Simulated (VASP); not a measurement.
Write the native input for VASP 6.6.1 that does the following.

| Quantity | Value |
| --- | --- |
| Task | single point |
| Functional | LDA |
| Potentials or basis | VASP PAW LDA potentials, release 64 (Cr_pv) |
| Cutoff | 520 eV |
| k mesh | 26 × 26 × 26 |
| Occupations | fermi-dirac, width 0.1 eV |
| Spin | no spin polarisation |
| Dipole correction | no |
| Further INCAR settings | ALGO = Normal; EDIFF = 1e-07; NBANDS = 12 |

The structure of Cr lies in POSCAR:

```
Cr
1.0
   -1.4125959865      1.4125959865      1.4125959865
    1.4125959865     -1.4125959865      1.4125959865
    1.4125959865      1.4125959865     -1.4125959865
Cr
1
Direct
    0.0000000000      0.0000000000      0.0000000000
```

This cell differs from its parent crystal: volume scaled by 1.04.

These files were run (other wordings do the same):

INCAR

```
PREC     = Accurate       # precision mode
ENCUT    = 520            # plane-wave cutoff, eV
EDIFF    = 1E-7           # SCF threshold, eV
ISMEAR   = -1             # smearing method
SIGMA    = 0.1            # smearing width, eV
LREAL    = F              # projectors in reciprocal space
LASPH    = T              # aspherical terms in the spheres
NELM     = 100            # most SCF steps
ALGO     = Normal         # electronic algorithm
ISIF     = 2              # what is computed and relaxed
LWAVE    = F              # write WAVECAR
LCHARG   = F              # write CHGCAR
GGA      = CA             # functional
NBANDS   = 12             # bands
```

KPOINTS

```
Automatic mesh
0
Gamma
  26 26 26
```

Potentials or basis: VASP PAW LDA potentials, release 64 (Cr_pv).

Launch:

```sh
$ cat potpaw_LDA.64/Cr_pv/POTCAR > POTCAR
$ mpirun -np 1 vasp_std > vasp.out
```

It gave:

```
Pressure               : -10.7 GPa
Band gap on the k mesh : zero (band 6 reaches 13.70 eV, above the bottom of band 7 at 10.19 eV)
```

Caveat: the run has no spin polarisation, though such a crystal can be magnetic.

Run time: 32 s on 1 thread of Intel(R) Xeon(R) Platinum 8488C (Sapphire Rapids), with other jobs on the host, peak memory 0.17 GiB.
